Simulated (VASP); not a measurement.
Wanted: the native input for a VASP 6.6.1 run.

```yaml
Task: single point
Functional: PBEsol
Potentials_or_basis: VASP PAW PBE potentials, release 64 (Sb, Ga_d)
Cutoff: 520 eV
k_mesh: 8 × 8 × 8
Occupations: fermi-dirac, width 0.05 eV
Spin: no spin polarisation
Dipole_correction: no
Further_INCAR_settings: ALGO = Normal; EDIFF = 1e-07; NBANDS = 16
```

The structure of GaSb lies in POSCAR:

```
GaSb
1.0
    0.0000000000      3.0384691801      3.0384691801
    3.0384691801      0.0000000000      3.0384691801
    3.0384691801      3.0384691801      0.0000000000
Sb Ga
1 1
Direct
    0.7500000000      0.7500000000      0.7500000000
    0.0000000000      0.0000000000      0.0000000000
```

This cell differs from its parent crystal: volume scaled by 0.98.

These files were run (other wordings do the same):

INCAR

```
SYSTEM = GaSb
  PREC = Accurate
  ENCUT = 520
  EDIFF = 1E-7
  ISMEAR = -1
  SIGMA = 0.05
  LREAL = .False.
  LASPH = .True.
  NELM = 60
  ALGO = Normal
  ISIF = 2
  LWAVE = .False.
  LCHARG = .False.
  GGA = PS
  NBANDS = 16
```

KPOINTS

```
Automatic mesh
0
Gamma
  8 8 8
  0 0 0
```

Potentials or basis: VASP PAW PBE potentials, release 64 (Sb, Ga_d).

The run is started by

```bash
$ cat potpaw_PBE.64/Sb/POTCAR potpaw_PBE.64/Ga_d/POTCAR > POTCAR
$ mpirun -np 1 vasp_std > vasp.out
```

It gave:

```json
{
 "Pressure": "1.0 GPa",
 "Band gap on the k mesh": "0.13 eV, direct"
}
```

Caveat: the PAW data sets were made with another functional, which shifts forces and pressure a little; spin-orbit coupling is left out, which moves the levels of the heavy elements.

Wall time 39 s on 1 thread of AMD EPYC 7R43 64-Core Processor (Zen 3), with other jobs on the host, peak memory 0.15 GiB.
